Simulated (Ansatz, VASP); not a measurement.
**Two plane-wave programs on GaP**

```
CELL_PARAMETERS angstrom
0.00000 2.69565 2.69565
2.69565 0.00000 2.69565
2.69565 2.69565 0.00000
ATOMIC_POSITIONS crystal
Ga 0.00000 0.00000 0.00000
P 0.75000 0.75000 0.75000
```

Alike in both runs: functional LDA; k mesh 8 × 8 × 8; occupations gaussian, width 0.02 eV; no spin polarisation.

Ansatz relaxed the structure, and its values are those at the end. VASP's run is a single point on that final structure, the one shown.

|  | VASP | Ansatz |
| --- | --- | --- |
| version | VASP 6.6.1 | Ansatz 0.2.0 |
| potentials or method | VASP PAW LDA potentials, release 64 (Ga_d, P) | scalar-relativistic, plane waves, PAW |
| plane-wave cutoff (eV) | 520 | 420 |
| valence electrons in the cell | 18 | 18 |

|  | VASP | Ansatz | Ansatz less VASP |
| --- | --- | --- | --- |
| gap on the k mesh at the Fermi level (eV) | 1.43 | 1.43 | +0.001 |
| pressure (GPa) | 0.1 | 0.0 | -0.08 |

LDA's correlation is that of Perdew and Zunger in VASP and of Perdew and Wang (1992) in Ansatz.
